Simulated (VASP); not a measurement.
# Ag: single point with PBEsol

The system is Ag.

```xyz
1
Lattice="-1.6333 1.6333 1.6333 1.6333 -1.6333 1.6333 1.6333 1.6333 -1.6333" Properties=species:S:1:pos:R:3 pbc="T T T"
Ag    0.0000    0.0000    0.0000
```

```yaml
Program: VASP 6.6.1
Task: single point
Functional: PBEsol
Potentials_or_basis: VASP PAW PBE potentials, release 64 (Ag)
Cutoff: 520 eV
k_mesh: 11 × 11 × 11
Occupations: fermi-dirac, width 0.05 eV
Spin: no spin polarisation
```

The pressure is -4.1 GPa.

Levels at points of the mesh, in eV from the Fermi level:
```tsv
k point	band 4	band 5	band 6	band 7	band 8	band 9
(0.00, 0.00, 0.00)	-4.77	-3.47	-3.47	17.90	17.90	17.90
```

Run time: 9.4 s on 1 thread of Intel(R) Xeon(R) Platinum 8259CL CPU @ 2.50GHz (Skylake/Cascade Lake), with other jobs on the host, peak memory 0.14 GiB.

Caveat: the PAW data sets were made with another functional, which shifts forces and pressure a little.
